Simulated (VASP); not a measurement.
# BiTe: single point with PBE

Crystal: BiTe.

```
Bi Te
1.0
     2.38997    1.37985    3.27246
    -2.38997    1.37985    3.27246
     0.00000   -2.75969    3.27246
Bi Te
1 1
Direct
  0.50000 0.50000 0.50000
  0.00000 0.00000 0.00000
```

```json
{
  "Program": "VASP 6.6.1",
  "Task": "single point",
  "Functional": "PBE",
  "Potentials or basis": "VASP PAW PBE potentials, release 64 (Bi_d, Te)",
  "Cutoff": "520 eV",
  "k mesh": "8 × 8 × 8",
  "Occupations": "fermi-dirac, width 0.02 eV",
  "Spin": "no spin polarisation",
  "Dipole correction": "no",
  "Further INCAR settings": "ALGO = Normal; EDIFF = 1e-06; NBANDS = 18"
}
```

| Item | Value |
| --- | --- |
| Pressure | 2.0 GPa |

Stress tensor (GPa, compression positive):
```
2.13 0.00 0.00
0.00 2.13 0.00
0.00 0.00 1.77
```

Levels at points of the mesh, in eV from the Fermi level:
```csv
k point,band 6,band 7,band 8,band 9,band 10,band 11,band 12,band 13,band 14,band 15
"(0.00, 0.00, 0.00)",-13.82,-8.18,-3.09,-3.09,-1.73,1.92,2.57,2.57,3.94,3.94
"(0.50, 0.00, 0.00)",-11.80,-11.54,-1.98,-1.92,-1.05,-1.03,-0.70,0.30,6.67,6.85
"(0.50, 0.50, 0.00)",-11.89,-10.02,-5.92,-4.74,-3.50,2.23,3.19,3.73,4.81,8.24
"(0.50, 0.50, 0.50)",-11.42,-11.09,-2.51,-2.51,-2.33,-1.67,-1.40,-1.40,8.09,8.66
```

It took 21 s on 1 thread of Intel(R) Xeon(R) 6975P-C (Granite Rapids), with other jobs on the host, peak memory 0.22 GiB.

Caveat: spin-orbit coupling is left out, which moves the levels of the heavy elements.
